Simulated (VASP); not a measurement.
A run of VASP 6.6.1:

Contents of INCAR:

```
PREC = Accurate ; ENCUT = 600
EDIFF = 1E-7 ; ISMEAR = 0
SIGMA = 0.1 ; LREAL = F
LASPH = T ; NELM = 80
ALGO = Normal ; ISIF = 3
LWAVE = F ; LCHARG = F
GGA = PE ; IBRION = 2
NSW = 90 ; EDIFFG = -0.04
```

Contents of KPOINTS:

```
Automatic mesh
0
Gamma
  6 6 2
```

POSCAR

```
Bi2Te2O
1.0
    4.7978973700      0.0000000000      0.0000000000
   -2.3989486800      4.1551010100      0.0000000000
    0.0000000000      0.0000000000      7.8305000700
Bi Te O
2 2 1
Direct
    0.3333333300      0.6666666700      0.6387000100
    0.6666666700      0.3333333300      0.3612999900
    0.3333333300      0.6666666700      0.2719200000
    0.6666666700      0.3333333300      0.7280800000
    0.0000000000      0.0000000000      0.0000000000
```

Potentials or basis: VASP PAW PBE potentials, release 64 (Bi_d, Te, O).

Command:

```bash
$ cat potpaw_PBE.64/Bi_d/POTCAR potpaw_PBE.64/Te/POTCAR potpaw_PBE.64/O/POTCAR > POTCAR
$ mpirun -np 1 vasp_std > vasp.out
```

Hardware: 1 thread of Intel(R) Xeon(R) 6975P-C (Granite Rapids), with other jobs on the host.

Q: How long does it take, and how much memory?

A: It took 39 min on 1 thread of Intel(R) Xeon(R) 6975P-C (Granite Rapids) (shared host), peak memory 0.39 GiB. Counts: scf iterations 982, k points 14, ion steps 83.
